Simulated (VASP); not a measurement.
A run of VASP 6.6.1 is set up as follows.

File INCAR:

```
  ALGO = Normal
  EDIFF = 1E-6
  ENCUT = 520
  GGA = PS
  ISIF = 2
  ISMEAR = 0
  LASPH = T
  LCHARG = T
  LELF = T
  LREAL = Auto
  LVHAR = T
  LWAVE = F
  NBANDS = 96
  NELM = 60
  PREC = Accurate
  SIGMA = 0.02
```

The input KPOINTS:

```
k-points
0
Gamma
  8 8 2
```

File POSCAR:

```
BaSr3Ti4O12
1.0
    3.8317564276      0.0000000000      0.0000000000
    0.0000000000      3.8317564276      0.0000000000
    0.0000000000      0.0000000000     15.3225638996
Ba Sr Ti O
1 3 4 12
Direct
    0.0000000000      0.0000000000      0.0000000000
    0.0000000000      0.0000000000      0.2523563437
    0.0000000000      0.0000000000      0.5000000000
    0.0000000000      0.0000000000      0.7476436563
    0.5000000000      0.5000000000      0.1280724931
    0.5000000000      0.5000000000      0.3759721957
    0.5000000000      0.5000000000      0.6240278043
    0.5000000000      0.5000000000      0.8719275069
    0.0000000000      0.5000000000      0.1300522826
    0.0000000000      0.5000000000      0.3760624522
    0.0000000000      0.5000000000      0.6239375478
    0.0000000000      0.5000000000      0.8699477174
    0.5000000000      0.5000000000      0.0000000000
    0.5000000000      0.5000000000      0.2519111194
    0.5000000000      0.5000000000      0.5000000000
    0.5000000000      0.5000000000      0.7480888806
    0.5000000000      0.0000000000      0.1300522826
    0.5000000000      0.0000000000      0.3760624522
    0.5000000000      0.0000000000      0.6239375478
    0.5000000000      0.0000000000      0.8699477174
```

Potentials or basis: VASP PAW PBE potentials, release 64 (Ba_sv, Sr_sv, Ti_sv, O).

Run with:

```bash
$ cat potpaw_PBE.64/Ba_sv/POTCAR potpaw_PBE.64/Sr_sv/POTCAR potpaw_PBE.64/Ti_sv/POTCAR potpaw_PBE.64/O/POTCAR > POTCAR
$ mpirun -np 1 vasp_std > vasp.out
```

(1) Estimate the band gap on the k mesh.

(2) Estimate the largest force.

## Answers

(1) 1.88 eV (least direct gap 2.14 eV).

(2) 0.058 eV/Å.

Caveat: the PAW data sets were made with another functional, which shifts forces and pressure a little; spin-orbit coupling is left out, which moves the levels of the heavy elements.
